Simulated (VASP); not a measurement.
## HfC15O32 (a cell with a defect): electric field gradients with PBE

HfC15O32 (a cell with a defect):

```
Hf C O
1.0
     7.03220    0.00000    0.00000
     0.00000    7.03220    0.00000
     0.00000    0.00000    8.20860
Hf C O
1 15 32
Direct
  0.00000 0.00000 0.00000
  0.00000 0.00000 0.50000
  0.00000 0.50000 0.00000
  0.00000 0.50000 0.50000
  0.50000 0.00000 0.00000
  0.50000 0.00000 0.50000
  0.50000 0.50000 0.00000
  0.50000 0.50000 0.50000
  0.25000 0.25000 0.25000
  0.25000 0.25000 0.75000
  0.25000 0.75000 0.25000
  0.25000 0.75000 0.75000
  0.75000 0.25000 0.25000
  0.75000 0.25000 0.75000
  0.75000 0.75000 0.25000
  0.75000 0.75000 0.75000
  0.11500 0.11500 0.00000
  0.11500 0.11500 0.50000
  0.11500 0.61500 0.00000
  0.11500 0.61500 0.50000
  0.61500 0.11500 0.00000
  0.61500 0.11500 0.50000
  0.61500 0.61500 0.00000
  0.61500 0.61500 0.50000
  0.13500 0.36500 0.25000
  0.13500 0.36500 0.75000
  0.13500 0.86500 0.25000
  0.13500 0.86500 0.75000
  0.63500 0.36500 0.25000
  0.63500 0.36500 0.75000
  0.63500 0.86500 0.25000
  0.63500 0.86500 0.75000
  0.38500 0.38500 0.00000
  0.38500 0.38500 0.50000
  0.38500 0.88500 0.00000
  0.38500 0.88500 0.50000
  0.88500 0.38500 0.00000
  0.88500 0.38500 0.50000
  0.88500 0.88500 0.00000
  0.88500 0.88500 0.50000
  0.36500 0.13500 0.25000
  0.36500 0.13500 0.75000
  0.36500 0.63500 0.25000
  0.36500 0.63500 0.75000
  0.86500 0.13500 0.25000
  0.86500 0.13500 0.75000
  0.86500 0.63500 0.25000
  0.86500 0.63500 0.75000
```

```json
{"Program": "VASP 6.6.1", "Task": "electric field gradients", "Functional": "PBE", "Potentials or basis": "VASP PAW PBE potentials, release 64 (Hf_pv, C, O)", "Cutoff": "520 eV", "k mesh": "3 × 3 × 3", "Occupations": "fermi-dirac, width 0.01 eV", "Spin": "no spin polarisation", "Dipole correction": "no", "Further INCAR settings": "LREAL = Auto; ALGO = Normal; EDIFF = 1e-08; NBANDS = 161"}
```

```json
{
  "Pressure": "84.8 GPa",
  "Largest force": "148.907 eV/Å",
  "Band gap on the k mesh": "zero (band 131 reaches 7.65 eV, above the bottom of band 132 at 7.64 eV)"
}
```

Forces in eV/Å, atoms in the order of the input:
```
Hf     0.000    0.000    0.000
C      0.000    0.000    0.000
C      0.000    0.000    0.000
C      0.000    0.000    0.000
C      0.000    0.000    0.000
C      0.000    0.000    0.000
C      0.000    0.000    0.000
C      0.000    0.000    0.000
C      0.009    0.009    0.217
C      0.009    0.009   -0.217
C      1.096   -1.096    0.024
C      1.096   -1.096   -0.024
C     -1.096    1.096    0.024
C     -1.096    1.096   -0.024
C     -0.009   -0.009    0.217
C     -0.009   -0.009   -0.217
O    105.293  105.293    0.000
O      2.053    2.053    0.000
O      2.657    2.637    0.000
O      1.897    1.933    0.000
O      2.637    2.657    0.000
O      1.933    1.897    0.000
O      1.999    1.999    0.000
O      1.877    1.877    0.000
O     -1.901    1.999   -0.025
O     -1.901    1.999    0.025
O     -3.032    3.032   -0.267
O     -3.032    3.032    0.267
O     -1.616    1.616   -0.126
O     -1.616    1.616    0.126
O     -1.999    1.901   -0.025
O     -1.999    1.901    0.025
O     -1.999   -1.999    0.000
O     -1.877   -1.877    0.000
O     -2.637   -2.657    0.000
O     -1.933   -1.897    0.000
O     -2.657   -2.637    0.000
O     -1.897   -1.933    0.000
O   -105.293 -105.293    0.000
O     -2.053   -2.053    0.000
O      1.999   -1.901   -0.025
O      1.999   -1.901    0.025
O      1.616   -1.616   -0.126
O      1.616   -1.616    0.126
O      3.032   -3.032   -0.267
O      3.032   -3.032    0.267
O      1.901   -1.999   -0.025
O      1.901   -1.999    0.025
```

Stress tensor (GPa, compression positive):
```
114.63  66.84   0.00
 66.84 114.63   0.00
  0.00   0.00  25.22
```

Levels at points of the mesh, in eV from the Fermi level:
```
           k point  band 129  band 130  band 131  band 132  band 133  band 134
(0.00, 0.00, 0.00)     -6.15     -5.93     -0.08     -0.02      0.38      0.52
```

Electric field gradients, principal values (V/Å²):
```
atom     least     middle  greatest (by size)
1 Hf  -919.663  -1002.284            1921.947
 2 C    24.615     25.004             -49.619
 3 C     8.637     36.088             -44.724
 4 C    24.118     26.353             -50.470
 5 C     8.637     36.088             -44.724
 6 C    24.118     26.353             -50.470
 7 C    21.152     29.247             -50.399
 8 C    23.931     26.755             -50.686
 9 C    23.252     27.226             -50.478
10 C    23.252     27.226             -50.478
11 C    24.184     25.569             -49.753
12 C    24.184     25.569             -49.753
13 C    24.184     25.569             -49.753
14 C    24.184     25.569             -49.753
15 C    23.252     27.226             -50.478
16 C    23.252     27.226             -50.478
17 O  -109.840   -133.972             243.811
18 O   -29.679    -33.608              63.288
19 O   -25.641    -39.539              65.181
20 O   -27.189    -36.059              63.248
21 O   -25.641    -39.539              65.181
22 O   -27.189    -36.059              63.248
23 O   -24.524    -39.327              63.851
24 O   -28.360    -34.806              63.166
25 O   -27.893    -35.200              63.093
26 O   -27.893    -35.200              63.093
27 O   -30.398    -42.547              72.946
28 O   -30.398    -42.547              72.946
29 O   -27.633    -32.533              60.165
30 O   -27.633    -32.533              60.165
31 O   -27.893    -35.200              63.093
32 O   -27.893    -35.200              63.093
33 O   -24.524    -39.327              63.851
34 O   -28.360    -34.806              63.166
35 O   -25.641    -39.539              65.181
36 O   -27.189    -36.059              63.248
37 O   -25.641    -39.539              65.181
38 O   -27.189    -36.059              63.248
39 O  -109.840   -133.972             243.811
40 O   -29.679    -33.608              63.288
41 O   -27.893    -35.200              63.093
42 O   -27.893    -35.200              63.093
43 O   -27.633    -32.533              60.165
44 O   -27.633    -32.533              60.165
45 O   -30.398    -42.547              72.946
46 O   -30.398    -42.547              72.946
47 O   -27.893    -35.200              63.093
48 O   -27.893    -35.200              63.093
```

Run time: 11 min on 1 thread of Intel(R) Xeon(R) Platinum 8559C (Emerald Rapids), on a shared host, peak memory 0.65 GiB.

Caveat: without QUAD_EFG the Cq values of the log hold for a quadrupole moment of 1 mb, not for the nuclei; spin-orbit coupling is left out, which moves the levels of the heavy elements.
